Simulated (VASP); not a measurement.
# WS2 (R3m) in VASP: further runs

Aim: see how the results for WS2 move with the level of theory and the settings. Levels: PBE, pbe exchange, lda correlation. Tasks: single point.

Everything below comes from runs of VASP 6.6.1. Logs are shortened: lines on timing, memory, paths and dates and some standing lists are left out, and cuts for length are marked.

## 1. The cell of the first run

The structure is trigonal, space group R3m (No. 160). The conventional cell has a = 3.115 Å, b = 3.115 Å, c = 18.240 Å, α = 90.00°, β = 90.00°, γ = 120.00°. W (site symmetry 3m) has 6 S at 2.36 to 2.38 Å and 6 W at 3.12 Å within 3.2 Å. Within 3.2 Å of S (site symmetry 3m) lie 3 W at 2.38 Å and 7 S at 3.09 to 3.12 Å. Within 3.2 Å of S (site symmetry 3m) lie 3 W at 2.36 Å and 7 S at 3.09 to 3.12 Å.

## 2. Single point, PBE

INCAR

```
ALGO     = Normal         # electronic algorithm
EDIFF    = 1E-6           # SCF threshold, eV
ENCUT    = 520            # plane-wave cutoff, eV
GGA      = PE             # functional
ISIF     = 2              # what is computed and relaxed
ISMEAR   = -1             # smearing method
LASPH    = True           # aspherical terms in the spheres
LCHARG   = True           # write CHGCAR
LELF     = True           # ELF
LREAL    = False          # projectors in reciprocal space
LVHAR    = True         
LWAVE    = False          # write WAVECAR
NBANDS   = 20             # bands
NELM     = 80             # most SCF steps
PREC     = Accurate       # precision mode
SIGMA    = 0.05           # smearing width, eV
```

KPOINTS

```
k-points
0
Gamma
  10 10 10
```

POSCAR

```
WS2
1.0
    1.5576595461      0.8993151583      6.0800348339
   -1.5576595461      0.8993151583      6.0800348339
    0.0000000000     -1.7986303165      6.0800348339
W S
1 2
Direct
    0.0000000000      0.0000000000      0.0000000000
    0.5810000000      0.5810000000      0.5810000000
    0.7503000000      0.7503000000      0.7503000000
```

Potentials or basis: VASP PAW PBE potentials, release 64 (W_sv, S).

The run is started by

```sh
> cat potpaw_PBE.64/W_sv/POTCAR potpaw_PBE.64/S/POTCAR > POTCAR
> mpirun -np 1 vasp_std > vasp.out
```

OUTCAR:

```text
EDIFF = 1E-6
   ENCUT = 520
   GGA = PE
   ISIF = 2
   ISMEAR = -1
   LASPH = True
   LREAL = False
   NELM = 80
   PREC = Accurate

 ion  position               nearest neighbor table
   1  0.000  0.000  0.000-   3 2.36   3 2.36   3 2.36   2 2.38   2 2.38   2 2.38
   2  0.581  0.581  0.581-   1 2.38   1 2.38   1 2.38
   3  0.750  0.750  0.750-   1 2.36   1 2.36   1 2.36

  LATTYP: Found a trigonal (rhomboedric) cell.
 ALAT       =     6.3404963999
 COS(alpha) =     0.8792940837

  Lattice vectors:

 A1 = (   1.5576595461,   0.8993151583,   6.0800348339)
 A2 = (  -1.5576595461,   0.8993151583,   6.0800348339)
 A3 = (   0.0000000000,  -1.7986303165,   6.0800348339)

Analysis of symmetry for initial positions (statically):
=====================================================================
 Subroutine PRICEL returns:
 Original cell was already a primitive cell.

 Routine SETGRP: Setting up the symmetry group for a
 trigonal (rhombohedral) supercell.

 Subroutine GETGRP returns: Found  6 space group operations
 (whereof  6 operations were pure point group operations)
 out of a pool of 12 trial point group operations.

The static configuration has the point symmetry C_3v.

Analysis of symmetry for dynamics (positions and initial velocities):
=====================================================================
 Subroutine PRICEL returns:
 Original cell was already a primitive cell.

 Routine SETGRP: Setting up the symmetry group for a
 trigonal (rhombohedral) supercell.

 Subroutine GETGRP returns: Found  6 space group operations
 (whereof  6 operations were pure point group operations)
 out of a pool of 12 trial point group operations.

The dynamic configuration has the point symmetry C_3v.

 Subroutine INISYM returns: Found  6 space group operations
 (whereof  6 operations are pure point group operations),
 and found     1 'primitive' translations

----------------------------------------------------------------------------------------

                                     Primitive cell

  volume of cell :      51.1025

  direct lattice vectors                    reciprocal lattice vectors
     1.557659546  0.899315158  6.080034834     0.320994406  0.185326206  0.054824247
    -1.557659546  0.899315158  6.080034834    -0.320994406  0.185326206  0.054824247
     0.000000000 -1.798630316  6.080034834     0.000000000 -0.370652413  0.054824247

  length of vectors
     6.340496400  6.340496400  6.340496400     0.374685080  0.374685080  0.374685080

  position of ions in fractional coordinates (direct lattice)
     0.000000000  0.000000000  0.000000000
     0.581000000  0.581000000  0.581000000
     0.750300000  0.750300000  0.750300000

  ion indices of the primitive-cell ions
   primitive index   ion index
                 1           1
                 2           2
                 3           3

----------------------------------------------------------------------------------------

 KPOINTS: k-points

Automatic generation of k-mesh.
 Grid dimensions read from file:
 generate k-points for:   10   10   10

 Generating k-lattice:

  Cartesian coordinates                     Fractional coordinates (reciprocal lattice)
     0.032099441  0.018532621  0.005482425     0.100000000  0.000000000 -0.000000000
    -0.032099441  0.018532621  0.005482425     0.000000000  0.100000000 -0.000000000
     0.000000000 -0.037065241  0.005482425     0.000000000  0.000000000  0.100000000

  Length of vectors
     0.037468508  0.037468508  0.037468508

  Shift w.r.t. Gamma in fractional coordinates (k-lattice)
     0.000000000  0.000000000  0.000000000

 Subroutine IBZKPT returns following result:
 ===========================================

 Found    116 irreducible k-points:

 Following reciprocal coordinates:
            Coordinates               Weight
  0.000000  0.000000  0.000000      1.000000
  0.100000 -0.000000  0.000000      6.000000
  0.200000 -0.000000  0.000000      6.000000
  0.300000 -0.000000 -0.000000      6.000000
  0.400000 -0.000000  0.000000      6.000000
  0.500000 -0.000000 -0.000000      3.000000
[... 16 lines left out ...]
  0.300000  0.300000 -0.000000      6.000000
  0.400000  0.300000 -0.000000     12.000000
 [... further k-points ...]
   k-points           NKPTS =    116   k-points in BZ     NKDIM =    116   number of bands    NBANDS=     20
   number of dos      NEDOS =    301   number of ions     NIONS =      3
   total plane-waves  NPLWV = 110592
   dimension x,y,z NGX =    48 NGY =   48 NGZ =   48
   dimension x,y,z NGXF=    96 NGYF=   96 NGZF=   96
   ions per type =               1   2
   NGX,Y,Z   is equivalent  to a cutoff of  12.59, 12.59, 12.59 a.u.
   NGXF,Y,Z  is equivalent  to a cutoff of  25.17, 25.17, 25.17 a.u.
 SYSTEM =  unknown system
   PREC   = accura    normal or accurate (medium, high low for compatibility)
   ISTART =      0    job   : 0-new  1-cont  2-samecut
   ICHARG =      2    charge: 1-file 2-atom 10-const
   ISPIN  =      1    spin polarized calculation?
   LNONCOLLINEAR =      F non collinear calculations
   LSORBIT =      F    spin-orbit coupling
   LASPH  =      T    aspherical Exc in radial PAW
   ENCUT  =  520.0 eV  38.22 Ry    6.18 a.u.  11.79 11.79 11.79*2*pi/ulx,y,z
   NELM   =     80;   NELMIN=  2; NELMDL= -5     # of ELM steps
   EDIFF  = 0.1E-05   stopping-criterion for ELM
   LREAL  =      F    real-space projection
   EDIFFG = 0.1E-04   stopping-criterion for IOM
   NSW    =      0    number of steps for IOM
   IBRION =     -1    ionic relax: 0-MD 1-quasi-New 2-CG
   NFREE  =      0    steps in history (QN), initial steepest desc. (CG)
   ISIF   =      2    stress and relaxation
   ISYM   =      2    0-nonsym 1-usesym 2-fastsym
   POTIM  = 0.5000    time-step for ionic-motion
   TEBEG  =    0.0;   TEEND  =   0.0 temperature during run
   PSTRESS=    0.0 pullay stress
   NELECT =      26.0000    total number of electrons
   NUPDOWN=      -1.0000    fix difference up-down
   EMIN   =  10.00;   EMAX   =-10.00  energy-range for DOS
   EFERMI =   0.00;   METHOD = LEGACY
   ISMEAR =    -1;   SIGMA  =   0.05  broadening in eV -4-tet -1-fermi 0-gaus
   EFERMI_NEDOS =   21; number of points for ismear=-14 and -15
   IALGO  =     38    algorithm
   IMIX   =      4    mixing-type and parameters
     AMIX     =   0.40;   BMIX     =  1.00
     AMIX_MAG =   1.60;   BMIX_MAG =  1.00
  volume/ion in A,a.u.               =      17.03       114.95
  Fermi-wavevector in a.u.,A,eV,Ry     =   1.306929  2.469738 23.239617  1.708064
  Thomas-Fermi vector in A             =   2.437698
   LORBIT       =      0    0 simple, 1 ext, 2 COOP (PROOUT), +10 PAW based schemes
   GGA     = PE    functional components
   LHFCALC =     F    Hartree Fock is set to
   AEXX    =    0.0000 exact exchange contribution
   IVDW    =     0    specifies the selected vdW correction
   LEPSILON=     F    determine dielectric tensor
   LRPA    =     F    only Hartree local field effects (RPA)
 non-spin polarized calculation
  energy-cutoff  :      520.00
  volume of cell :       51.10
 maximum number of plane-waves:      1399
   NGX = 23   NGY = 23   NGZ = 23

 number of electron      25.9999998 magnetization

 Free energy of the ion-electron system (eV)
  ---------------------------------------------------
  ext. energy  EPLUGINS =         0.00000000
  ---------------------------------------------------
  free energy    TOTEN  =       -23.49525573 eV

  energy without entropy =      -23.49525539  energy(sigma->0) =      -23.49525556

 E-fermi :   8.5366     XC(G=0): -11.1474

 val. band max:        8.0663344163   @ k =   0.5000   0.5000   0.5000
 cond. band min:       9.1011592428   @ k =  -0.2000   0.2000   0.0000
 fundamental gap:      1.0348248265
 Fermi energy:         8.5366119515

 k-point     1 :       0.0000    0.0000    0.0000
  band No.  band energies     occupation
      1     -66.5477      2.00000
      2     -30.8622      2.00000
      3     -30.6438      2.00000
      4     -30.6438      2.00000
      5      -7.9514      2.00000
      6      -5.7986      2.00000
[... 12 lines left out ...]
     19      16.0203      0.00000
     20      16.6978      0.00000

 k-point     2 :       0.1000   -0.0000    0.0000
  band No.  band energies     occupation
      1     -66.5454      2.00000
      2     -30.8545      2.00000
      3     -30.6856      2.00000
      4     -30.6534      2.00000
      5      -7.7685      2.00000
      6      -5.7506      2.00000
[... 12 lines left out ...]
     19      16.5671      0.00000
     20      16.7976      0.00000

 k-point     3 :       0.2000   -0.0000    0.0000
  band No.  band energies     occupation
      1     -66.5396      2.00000
      2     -30.8344      2.00000
      3     -30.7938      2.00000
      4     -30.6784      2.00000
      5      -7.2581      2.00000
      6      -5.6163      2.00000
[... 12 lines left out ...]
     19      16.5444      0.00000
     20      17.1195      0.00000

 k-point     4 :       0.3000   -0.0000   -0.0000
  band No.  band energies     occupation
      1     -66.5325      2.00000
      2     -30.9249      2.00000
      3     -30.8092      2.00000
      4     -30.7092      2.00000
      5      -6.5389      2.00000
      6      -5.4297      2.00000
[... 12 lines left out ...]
     19      15.8866      0.00000
     20      16.3939      0.00000

 k-point     5 :       0.4000   -0.0000    0.0000
  band No.  band energies     occupation
      1     -66.5267      2.00000
      2     -31.0288      2.00000
      3     -30.7888      2.00000
      4     -30.7340      2.00000
      5      -5.8391      2.00000
      6      -5.2582      2.00000
[... 12 lines left out ...]
     19      14.8683      0.00000
     20      15.6679      0.00000
[... 353 lines left out ...]
      6      -5.1433      2.00000
[... 12 lines left out ...]
     19      15.9195      0.00000
     20      16.9177      0.00000

 k-point    22 :      -0.2000    0.2000    0.0000
  band No.  band energies     occupation
      1     -66.5292      2.00000
      2     -30.9470      2.00000
      3     -30.7976      2.00000
      4     -30.7626      2.00000
      5      -6.1802      2.00000
      6      -5.2997      2.00000
[... 12 lines left out ...]
     19      16.1953      0.00000
     20      16.6279      0.00000

 k-point    23 :       0.3000    0.3000   -0.0000
  band No.  band energies     occupation
      1     -66.5325      2.00000
      2     -30.9249      2.00000
      3     -30.8092      2.00000
      4     -30.7092      2.00000
      5      -6.4882      2.00000
      6      -5.5078      2.00000
[... 12 lines left out ...]
     19      15.5921      0.00000
     20      16.8922      0.00000

 k-point    24 :       0.4000    0.3000   -0.0000
  band No.  band energies     occupation
      1     -66.5285      2.00000
      2     -30.9796      2.00000
      3     -30.7952      2.00000
      4     -30.7444      2.00000
      5      -6.0165      2.00000
      6      -5.3877      2.00000
[... 12 lines left out ...]
     19      15.4632      0.00000
     20      16.7466      0.00000

 [... further k-points ...]

------------------------ aborting loop because EDIFF is reached ----------------------------------------

  FORCE on cell =-STRESS in cart. coord.  units (eV):
  Direction    XX          YY          ZZ          XY          YZ          ZX
  --------------------------------------------------------------------------------------
  -------------------------------------------------------------------------------------
  Total        3.8249346      3.8249346      4.1978941      0.0000000      0.0000000     -0.0000000
  in kB      119.9203335    119.9203335    131.6134552      0.0000000      0.0000000     -0.0000000
  external PRESSURE =     123.8180407 kB  Pullay stress =       0.0000000 kB

 VOLUME and BASIS-vectors are now :
 -----------------------------------------------------------------------------
  energy-cutoff  :      520.00
  volume of cell :       51.10
      direct lattice vectors                 reciprocal lattice vectors
     1.557659546  0.899315158  6.080034834     0.320994406  0.185326206  0.054824247
    -1.557659546  0.899315158  6.080034834    -0.320994406  0.185326206  0.054824247
     0.000000000 -1.798630316  6.080034834     0.000000000 -0.370652413  0.054824247

 POSITION                                       TOTAL-FORCE (eV/Angst)
 -----------------------------------------------------------------------------------
      0.00000      0.00000      0.00000         0.000000     -0.000000     -0.670251
      0.00000      0.00000     10.59750         0.000000     -0.000000     -0.644821
      0.00000      0.00000     13.68555         0.000000      0.000000      1.315073
 -----------------------------------------------------------------------------------
    total drift:                                0.000000     -0.000000      0.000059

  FREE ENERGIE OF THE ION-ELECTRON SYSTEM (eV)
  ---------------------------------------------------
  free  energy   TOTEN  =       -23.4952557272 eV

  energy  without entropy=      -23.4952553914  energy(sigma->0) =      -23.49525556
```

It took 4.9 min on 1 thread of AMD EPYC 7R13 (Zen 3), shared host; peak memory 0.34 GiB.

Results:

```
Free energy            : -23.4953 eV
Pressure               : 12.4 GPa
Largest force          : 1.315 eV/Å
Band gap on the k mesh : 1.03 eV (least direct gap 2.36 eV)
```

Forces in eV/Å, atoms in the order of the input:
```
W    0.000  0.000 -0.670
S    0.000  0.000 -0.645
S    0.000  0.000  1.315
```

Caveat: the cell stands under pressure; spin-orbit coupling is left out, which moves the levels of the heavy elements; forces of over 1 eV/Å act on the atoms, so gaps and moduli don't describe the material at rest.

## 3. Single point, pbe exchange, lda correlation (16.68 Å³/atom)

This run uses another cell than the first one, of 16.68 Å³/atom.

INCAR

```
PREC     = Accurate       # precision mode
ENCUT    = 500            # plane-wave cutoff, eV
EDIFF    = 1E-6           # SCF threshold, eV
ISMEAR   = 0              # smearing method
SIGMA    = 0.025          # smearing width, eV
LREAL    = F              # projectors in reciprocal space
LASPH    = T              # aspherical terms in the spheres
NELM     = 120            # most SCF steps
ALGO     = Normal         # electronic algorithm
ISIF     = 2              # what is computed and relaxed
LWAVE    = F              # write WAVECAR
LCHARG   = T              # write CHGCAR
GGA      = LIBXC          # functional
LIBXC1   = GGA_X_PBE    
LIBXC2   = LDA_C_PW     
LELF     = T              # ELF
LVHAR    = T            
NBANDS   = 20             # bands
GGA_COMPAT= F
```

KPOINTS

```
Automatic mesh
0
Gamma
  10 10 10
```

POSCAR

```
WS2
1.0
    1.5467664657      0.8930260354      6.0375157167
   -1.5467664657      0.8930260354      6.0375157167
    0.0000000000     -1.7860520706      6.0375157167
W S
1 2
Direct
    0.0000000000      0.0000000000      0.0000000000
    0.5810000000      0.5810000000      0.5810000000
    0.7503000000      0.7503000000      0.7503000000
```

Potentials or basis: VASP PAW PBE potentials, release 64 (W_sv, S).

The run is started by

```sh
> cat potpaw_PBE.64/W_sv/POTCAR potpaw_PBE.64/S/POTCAR > POTCAR
> mpirun -np 1 vasp_std > vasp.out
```

OUTCAR:

```text
PREC = Accurate
   ENCUT = 500
   EDIFF = 1E-6
   ISMEAR = 0
   LREAL = F
   LASPH = T
   NELM = 120
   ISIF = 2
   GGA = LIBXC

 ion  position               nearest neighbor table
   1  0.000  0.000  0.000-   3 2.34   3 2.34   3 2.34   2 2.37   2 2.37   2 2.37
   2  0.581  0.581  0.581-   1 2.37   1 2.37   1 2.37
   3  0.750  0.750  0.750-   1 2.34   1 2.34   1 2.34

  LATTYP: Found a trigonal (rhomboedric) cell.
[... 747 lines left out ...]
------------------------ aborting loop because EDIFF is reached ----------------------------------------

  FORCE on cell =-STRESS in cart. coord.  units (eV):
  Direction    XX          YY          ZZ          XY          YZ          ZX
  --------------------------------------------------------------------------------------
  -------------------------------------------------------------------------------------
  Total        8.9023708      8.9023708      8.3302603      0.0000000      0.0000000      0.0000000
  in kB      285.0479148    285.0479148    266.7293221      0.0000000      0.0000000      0.0000000
  external PRESSURE =     278.9417172 kB  Pullay stress =       0.0000000 kB

 VOLUME and BASIS-vectors are now :
 -----------------------------------------------------------------------------
  energy-cutoff  :      500.00
  volume of cell :       50.04
      direct lattice vectors                 reciprocal lattice vectors
     1.546766466  0.893026035  6.037515717     0.323255004  0.186631364  0.055210346
    -1.546766466  0.893026035  6.037515717    -0.323255004  0.186631364  0.055210346
     0.000000000 -1.786052071  6.037515717     0.000000000 -0.373262727  0.055210346

 POSITION                                       TOTAL-FORCE (eV/Angst)
 -----------------------------------------------------------------------------------
      0.00000      0.00000      0.00000         0.000000     -0.000000     -0.700690
      0.00000      0.00000     10.52339         0.000000     -0.000000     -1.459850
      0.00000      0.00000     13.58984         0.000000      0.000000      2.160541
 -----------------------------------------------------------------------------------
    total drift:                                0.000000      0.000000      0.000167

  FREE ENERGIE OF THE ION-ELECTRON SYSTEM (eV)
  ---------------------------------------------------
  free  energy   TOTEN  =       -19.4439494372 eV

  energy  without entropy=      -19.4439494372  energy(sigma->0) =      -19.44394944
```

Wall time 3.6 min (1 thread of AMD EPYC 9R45 (Zen 5), shared host); peak memory 0.34 GiB.

What came out:

```yaml
Free_energy: -19.4439 eV
Pressure: 27.9 GPa
Largest_force: 2.161 eV/Å
Band_gap_on_the_k_mesh: 1.09 eV (least direct gap 2.40 eV)
```

Forces on the atoms (eV/Å):
```
W    0.000  0.000 -0.701
S    0.000  0.000 -1.460
S    0.000  0.000  2.161
```

Caveat: the cell stands under pressure; the PAW data sets were made with another functional, which shifts forces and pressure a little; spin-orbit coupling is left out, which moves the levels of the heavy elements. A k mesh can miss the band edges.
